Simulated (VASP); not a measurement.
# PbSe (Fm-3m) in VASP: settings compared

The runs below take PbSe through single point, with PBE-based screened hybrid with 15 % exact exchange, B3LYP.

All numbers are computed with VASP 6.6.1; they aren't measurements. Logs are shortened: lines on timing, memory, paths and dates and some standing lists are left out, and cuts for length are marked.

## Step 1: The cell of the first run

Symmetry: Fm-3m, No. 225, cubic system. Conventional cell: a = 6.124 Å, b = 6.124 Å, c = 6.124 Å, α = 90.00°, β = 90.00°, γ = 90.00°. Pb (site symmetry m-3m) has 6 Se at 3.06 Å within 4.0 Å. Within 4.0 Å of Se (site symmetry m-3m) lie 6 Pb at 3.06 Å.

## Step 2: Single point, PBE-based screened hybrid with 15 % exact exchange

File POSCAR:

```
PbSe
1.0
    0.0000000000      3.0621516472      3.0621516472
    3.0621516472      0.0000000000      3.0621516472
    3.0621516472      3.0621516472      0.0000000000
Pb Se
1 1
Direct
    0.5000000000      0.5000000000      0.5000000000
    0.0000000000      0.0000000000      0.0000000000
```

File INCAR.step1:

```
  PREC = Accurate
  ENCUT = 520
  EDIFF = 1E-5
  ISMEAR = 0
  SIGMA = 0.05
  LREAL = F
  LASPH = T
  NELM = 80
  ALGO = Normal
  ISIF = 2
  LWAVE = T
  GGA = PE
  NBANDS = 17
```

File INCAR.step2:

```
  PREC = Accurate
  ENCUT = 520
  EDIFF = 1E-6
  ISMEAR = 0
  SIGMA = 0.05
  LREAL = F
  LASPH = T
  NELM = 80
  ALGO = Normal
  ISIF = 2
  LWAVE = F
  LCHARG = T
  GGA = PE
  LHFCALC = T
  AEXX = 0.15
  HFSCREEN = 0.20787
  PRECFOCK = Normal
  LELF = T
  LVHAR = T
  ISTART = 1
  NBANDS = 17
```

File KPOINTS:

```
regular mesh
0
Gamma
  6 6 6
```

Potentials or basis: VASP PAW PBE potentials, release 64 (Pb_d, Se).

On the command line:

```console
$ cat potpaw_PBE.64/Pb_d/POTCAR potpaw_PBE.64/Se/POTCAR > POTCAR
$ cp INCAR.step1 INCAR
$ mpirun -np 1 vasp_std > vasp.out
$ cp INCAR.step2 INCAR
$ mpirun -np 1 vasp_std > vasp.out
```

OUTCAR:

```text
PREC = Accurate
   ENCUT = 520
   EDIFF = 1E-6
   ISMEAR = 0
   LREAL = F
   LASPH = T
   NELM = 80
   ISIF = 2
   GGA = PE
   LHFCALC = T
   AEXX = 0.15
   HFSCREEN = 0.20787
   PRECFOCK = Normal
   ISTART = 1

 ion  position               nearest neighbor table
   1  0.500  0.500  0.500-   2 3.06   2 3.06   2 3.06   2 3.06   2 3.06   2 3.06
   2  0.000  0.000  0.000-   1 3.06   1 3.06   1 3.06   1 3.06   1 3.06   1 3.06

  LATTYP: Found a face centered cubic cell.
 ALAT       =     6.1243032944

  Lattice vectors:

 A1 = (   0.0000000000,   3.0621516472,   3.0621516472)
 A2 = (   3.0621516472,   0.0000000000,   3.0621516472)
 A3 = (   3.0621516472,   3.0621516472,   0.0000000000)

Analysis of symmetry for initial positions (statically):
=====================================================================
 Subroutine PRICEL returns:
 Original cell was already a primitive cell.

 Routine SETGRP: Setting up the symmetry group for a
 face centered cubic supercell.

 Subroutine GETGRP returns: Found 48 space group operations
 (whereof 48 operations were pure point group operations)
 out of a pool of 48 trial point group operations.

The static configuration has the point symmetry O_h .

Analysis of symmetry for dynamics (positions and initial velocities):
=====================================================================
 Subroutine PRICEL returns:
 Original cell was already a primitive cell.

 Routine SETGRP: Setting up the symmetry group for a
 face centered cubic supercell.

 Subroutine GETGRP returns: Found 48 space group operations
 (whereof 48 operations were pure point group operations)
 out of a pool of 48 trial point group operations.

The dynamic configuration has the point symmetry O_h .

 Subroutine INISYM returns: Found 48 space group operations
 (whereof 48 operations are pure point group operations),
 and found     1 'primitive' translations

----------------------------------------------------------------------------------------

                                     Primitive cell

  volume of cell :      57.4262

  direct lattice vectors                    reciprocal lattice vectors
     0.000000000  3.062151647  3.062151647    -0.163283879  0.163283879  0.163283879
     3.062151647  0.000000000  3.062151647     0.163283879 -0.163283879  0.163283879
     3.062151647  3.062151647  0.000000000     0.163283879  0.163283879 -0.163283879

  length of vectors
     4.330536390  4.330536390  4.330536390     0.282815975  0.282815975  0.282815975

  position of ions in fractional coordinates (direct lattice)
     0.500000000  0.500000000  0.500000000
     0.000000000  0.000000000  0.000000000

  ion indices of the primitive-cell ions
   primitive index   ion index
                 1           1
                 2           2

----------------------------------------------------------------------------------------

 KPOINTS: regular mesh

Automatic generation of k-mesh.
 Grid dimensions read from file:
 generate k-points for:    6    6    6

 Generating k-lattice:

  Cartesian coordinates                     Fractional coordinates (reciprocal lattice)
    -0.027213980  0.027213980  0.027213980     0.166666667  0.000000000  0.000000000
     0.027213980 -0.027213980  0.027213980     0.000000000  0.166666667  0.000000000
     0.027213980  0.027213980 -0.027213980     0.000000000  0.000000000  0.166666667

  Length of vectors
     0.047135996  0.047135996  0.047135996

  Shift w.r.t. Gamma in fractional coordinates (k-lattice)
     0.000000000  0.000000000  0.000000000

 Subroutine IBZKPT returns following result:
 ===========================================

 Found     16 irreducible k-points:

 Following reciprocal coordinates:
            Coordinates               Weight
  0.000000  0.000000  0.000000      1.000000
  0.166667  0.000000  0.000000      8.000000
  0.333333  0.000000  0.000000      8.000000
  0.500000  0.000000  0.000000      4.000000
  0.166667  0.166667  0.000000      6.000000
  0.333333  0.166667  0.000000     24.000000
[... 8 lines left out ...]
 -0.333333  0.333333  0.166667     24.000000
 -0.333333  0.500000  0.166667     12.000000
   k-points           NKPTS =     16   k-points in BZ     NKDIM =    216   number of bands    NBANDS=     17
   number of dos      NEDOS =    301   number of ions     NIONS =      2
   total plane-waves  NPLWV =  32768
   dimension x,y,z NGX =    32 NGY =   32 NGZ =   32
   dimension x,y,z NGXF=    64 NGYF=   64 NGZF=   64
   ions per type =               1   1
   NGX,Y,Z   is equivalent  to a cutoff of  12.28, 12.28, 12.28 a.u.
   NGXF,Y,Z  is equivalent  to a cutoff of  24.57, 24.57, 24.57 a.u.
 SYSTEM =  unknown system
   PREC   = accura    normal or accurate (medium, high low for compatibility)
   ISTART =      1    job   : 0-new  1-cont  2-samecut
   ICHARG =      0    charge: 1-file 2-atom 10-const
   ISPIN  =      1    spin polarized calculation?
   LNONCOLLINEAR =      F non collinear calculations
   LSORBIT =      F    spin-orbit coupling
   LASPH  =      T    aspherical Exc in radial PAW
   ENCUT  =  520.0 eV  38.22 Ry    6.18 a.u.   8.05  8.05  8.05*2*pi/ulx,y,z
   NELM   =     80;   NELMIN=  2; NELMDL=  0     # of ELM steps
   EDIFF  = 0.1E-05   stopping-criterion for ELM
   LREAL  =      F    real-space projection
   EDIFFG = 0.1E-04   stopping-criterion for IOM
   NSW    =      0    number of steps for IOM
   IBRION =     -1    ionic relax: 0-MD 1-quasi-New 2-CG
   NFREE  =      0    steps in history (QN), initial steepest desc. (CG)
   ISIF   =      2    stress and relaxation
   ISYM   =      3    0-nonsym 1-usesym 2-fastsym
   POTIM  = 0.5000    time-step for ionic-motion
   TEBEG  =    0.0;   TEEND  =   0.0 temperature during run
   PSTRESS=    0.0 pullay stress
   NELECT =      20.0000    total number of electrons
   NUPDOWN=      -1.0000    fix difference up-down
   EMIN   =  10.00;   EMAX   =-10.00  energy-range for DOS
   EFERMI =   0.00;   METHOD = LEGACY
   ISMEAR =     0;   SIGMA  =   0.05  broadening in eV -4-tet -1-fermi 0-gaus
   EFERMI_NEDOS =   21; number of points for ismear=-14 and -15
   IALGO  =     38    algorithm
   IMIX   =      1    mixing-type and parameters
     AMIX     =   0.40;   BMIX     =  1.00
     AMIX_MAG =   1.60;   BMIX_MAG =  1.00
  volume/ion in A,a.u.               =      28.71       193.77
  Fermi-wavevector in a.u.,A,eV,Ry     =   1.151812  2.176608 18.050442  1.326670
  Thomas-Fermi vector in A             =   2.288467
   LORBIT       =      0    0 simple, 1 ext, 2 COOP (PROOUT), +10 PAW based schemes
   GGA     = PE    functional components
   LHFCALC =     T    Hartree Fock is set to
   PRECFOCK=normal    Normal, Fast or Accurate (Low or Medium for compatibility)
   ENCUT4O =  -1.0   cutoff for four orbital integrals eV
   NKREDX  =     1    reduce k-point grid by
   NKREDY  =     1    reduce k-point grid by
   NKREDZ  =     1    reduce k-point grid by
   AEXX    =    0.1500 exact exchange contribution
   HFSCREEN=    0.2079 screening length (either q_TF or 0.3 A-1)
   HFSCREENC=   0.2079 screening length for correlation (either q_TF or 0.3 A-1)
   ENCUTFOCK=  -1.0 apply spherical cutoff to Coloumb kernel
   IVDW    =     0    specifies the selected vdW correction
   LEPSILON=     F    determine dielectric tensor
   LRPA    =     F    only Hartree local field effects (RPA)
 non-spin polarized calculation
 Gauss-broadening in eV      SIGMA  =   0.05
  energy-cutoff  :      520.00
  volume of cell :       57.43
 maximum number of plane-waves:      1572
  NGX = 28; NGY = 28; NGZ = 28

 number of electron      19.9999999 magnetization

 Free energy of the ion-electron system (eV)
  ---------------------------------------------------
  ext. energy  EPLUGINS =         0.00000000
  ---------------------------------------------------
  free energy    TOTEN  =        -9.09839908 eV

  energy without entropy =       -9.09839908  energy(sigma->0) =       -9.09839908

 E-fermi :   5.1294     XC(G=0):  -8.5642

 val. band max:        4.8868265889   @ k =   0.5000   0.0000   0.0000
 cond. band min:       5.4193715156   @ k =   0.5000   0.0000   0.0000
 fundamental gap:      0.5325449266
 Fermi energy:         5.1294010530

 k-point     1 :       0.0000    0.0000    0.0000
  band No.  band energies     occupation
      1     -13.0280      2.00000
      2     -13.0280      2.00000
      3     -13.0260      2.00000
      4     -13.0260      2.00000
      5     -13.0260      2.00000
      6      -9.5691      2.00000
[... 9 lines left out ...]
     16      11.7807      0.00000
     17      13.4603      0.00000

 k-point     2 :       0.1667    0.0000    0.0000
  band No.  band energies     occupation
      1     -13.0345      2.00000
      2     -13.0345      2.00000
      3     -13.0252      2.00000
      4     -13.0182      2.00000
      5     -13.0182      2.00000
      6      -9.3496      2.00000
[... 9 lines left out ...]
     16      12.3839      0.00000
     17      15.2525      0.00000

 k-point     3 :       0.3333    0.0000    0.0000
  band No.  band energies     occupation
      1     -13.0478      2.00000
      2     -13.0478      2.00000
      3     -13.0240      2.00000
      4     -13.0020      2.00000
      5     -13.0020      2.00000
      6      -8.8054      2.00000
[... 9 lines left out ...]
     16      13.8922      0.00000
     17      17.2675      0.00000

 k-point     4 :       0.5000    0.0000    0.0000
  band No.  band energies     occupation
      1     -13.0545      2.00000
      2     -13.0545      2.00000
      3     -13.0236      2.00000
      4     -12.9938      2.00000
      5     -12.9938      2.00000
      6      -8.4404      2.00000
[... 9 lines left out ...]
     16      15.5673      0.00000
     17      15.5775      0.00000
[... 183 lines left out ...]
      1     -13.0967      2.00000
      2     -13.0320      2.00000
      3     -13.0265      2.00000
      4     -12.9990      2.00000
      5     -12.9939      2.00000
      6      -8.3850      2.00000
[... 9 lines left out ...]
     16      15.6488      0.00000
     17      15.9967      0.00000

 k-point    15 :      -0.3333    0.3333    0.1667
  band No.  band energies     occupation
      1     -13.1059      2.00000
      2     -13.0361      2.00000
      3     -13.0140      2.00000
      4     -13.0102      2.00000
      5     -12.9874      2.00000
      6      -8.1267      2.00000
[... 9 lines left out ...]
     16      16.8157      0.00000
     17      16.8685      0.00000

 k-point    16 :      -0.3333    0.5000    0.1667
  band No.  band energies     occupation
      1     -13.1346      2.00000
      2     -13.0293      2.00000
      3     -13.0236      2.00000
      4     -12.9981      2.00000
      5     -12.9818      2.00000
      6      -8.0218      2.00000
[... 9 lines left out ...]
     16      17.1115      0.00000
     17      18.1160      0.00000

------------------------ aborting loop because EDIFF is reached ----------------------------------------

  FORCE on cell =-STRESS in cart. coord.  units (eV):
  Direction    XX          YY          ZZ          XY          YZ          ZX
  --------------------------------------------------------------------------------------
  -------------------------------------------------------------------------------------
  Total        0.5519096      0.5519096      0.5519096     -0.0000000     -0.0000000      0.0000000
  in kB       15.3981462     15.3981462     15.3981462     -0.0000000     -0.0000000      0.0000000
  external PRESSURE =      15.3981462 kB  Pullay stress =       0.0000000 kB

 VOLUME and BASIS-vectors are now :
 -----------------------------------------------------------------------------
  energy-cutoff  :      520.00
  volume of cell :       57.43
      direct lattice vectors                 reciprocal lattice vectors
     0.000000000  3.062151647  3.062151647    -0.163283879  0.163283879  0.163283879
     3.062151647  0.000000000  3.062151647     0.163283879 -0.163283879  0.163283879
     3.062151647  3.062151647  0.000000000     0.163283879  0.163283879 -0.163283879

 POSITION                                       TOTAL-FORCE (eV/Angst)
 -----------------------------------------------------------------------------------
      3.06215      3.06215      3.06215        -0.000000     -0.000000      0.000000
      0.00000      0.00000      0.00000         0.000000      0.000000     -0.000000
 -----------------------------------------------------------------------------------
    total drift:                                0.000000      0.000001      0.000000

  FREE ENERGIE OF THE ION-ELECTRON SYSTEM (eV)
  ---------------------------------------------------
  free  energy   TOTEN  =        -9.0983990799 eV

  energy  without entropy=       -9.0983990799  energy(sigma->0) =       -9.09839908
```

It took 1.8 h on 1 thread of Intel Xeon Platinum 8375C at 2.90GHz (Ice Lake), shared host; peak memory 0.32 GiB.

Results:

- Free energy: -9.0984 eV
- Pressure: 1.5 GPa
- Band gap on the k mesh: 0.53 eV

Levels at points of the mesh, in eV from the valence-band top:
```csv
k point,band 7,band 8,band 9,band 10,band 11,band 12,band 13,band 14
"(0.00, 0.00, 0.00)",-6.53,-2.07,-2.07,-2.07,5.16,5.16,5.16,6.89
"(0.50, 0.00, 0.00)",-9.29,-1.65,-1.65,0.00,0.53,1.97,1.97,9.01
"(0.50, 0.50, 0.00)",-7.71,-5.35,-3.50,-3.50,3.97,6.11,6.11,6.56
```

Caveat: the PAW data sets were made with another functional, which shifts forces and pressure a little; spin-orbit coupling is left out, which moves the levels of the heavy elements. A k mesh can miss the band edges.

## Step 3: Single point, B3LYP

POSCAR is that of step 2.

File INCAR.step1:

```
PREC     = Accurate       # precision mode
ENCUT    = 520            # plane-wave cutoff, eV
EDIFF    = 1E-5           # SCF threshold, eV
ISMEAR   = 0              # smearing method
SIGMA    = 0.05           # smearing width, eV
LREAL    = F              # projectors in reciprocal space
LASPH    = T              # aspherical terms in the spheres
NELM     = 60             # most SCF steps
ALGO     = Normal         # electronic algorithm
ISIF     = 2              # what is computed and relaxed
LWAVE    = T              # write WAVECAR
GGA      = PE             # functional
NBANDS   = 17             # bands
```

File INCAR.step2:

```
PREC     = Accurate       # precision mode
ENCUT    = 520            # plane-wave cutoff, eV
EDIFF    = 1E-7           # SCF threshold, eV
ISMEAR   = 0              # smearing method
SIGMA    = 0.05           # smearing width, eV
LREAL    = F              # projectors in reciprocal space
LASPH    = T              # aspherical terms in the spheres
NELM     = 60             # most SCF steps
ALGO     = Normal         # electronic algorithm
ISIF     = 2              # what is computed and relaxed
LWAVE    = F              # write WAVECAR
LCHARG   = T              # write CHGCAR
GGA      = B3             # functional
LHFCALC  = T              # exact exchange
AEXX     = 0.2            # exact-exchange fraction
AGGAX    = 0.72         
AGGAC    = 0.81         
ALDAC    = 0.19         
PRECFOCK = Normal       
LELF     = T              # ELF
LVHAR    = T            
ISTART   = 1            
NBANDS   = 17             # bands
```

File KPOINTS:

```
Automatic mesh
0
Gamma
  6 6 6
```

Potentials or basis: VASP PAW PBE potentials, release 64 (Pb_d, Se).

On the command line:

```console
$ cat potpaw_PBE.64/Pb_d/POTCAR potpaw_PBE.64/Se/POTCAR > POTCAR
$ cp INCAR.step1 INCAR
$ mpirun -np 1 vasp_std > vasp.out
$ cp INCAR.step2 INCAR
$ mpirun -np 1 vasp_std > vasp.out
```

It took 1.9 h on 1 thread of Intel Xeon Platinum 8488C (Sapphire Rapids), shared host; peak memory 0.22 GiB.

Results (log left out):

```yaml
Free_energy: -9.2434 eV
Pressure: 4.4 GPa
Band_gap_on_the_k_mesh: 1.20 eV
```

Levels at points of the mesh, in eV from the valence-band top:
```
           k point  band 8  band 9  band 10  band 11  band 12  band 13
(0.00, 0.00, 0.00)   -2.17   -2.17    -2.17     5.78     5.78     5.78
(0.50, 0.00, 0.00)   -1.70   -1.70     0.00     1.20     2.55     2.55
(0.50, 0.50, 0.00)   -5.47   -3.62    -3.62     4.90     6.75     6.75
```

Caveat: the cell stands under pressure; the PAW data sets were made with another functional, which shifts forces and pressure a little; spin-orbit coupling is left out, which moves the levels of the heavy elements.
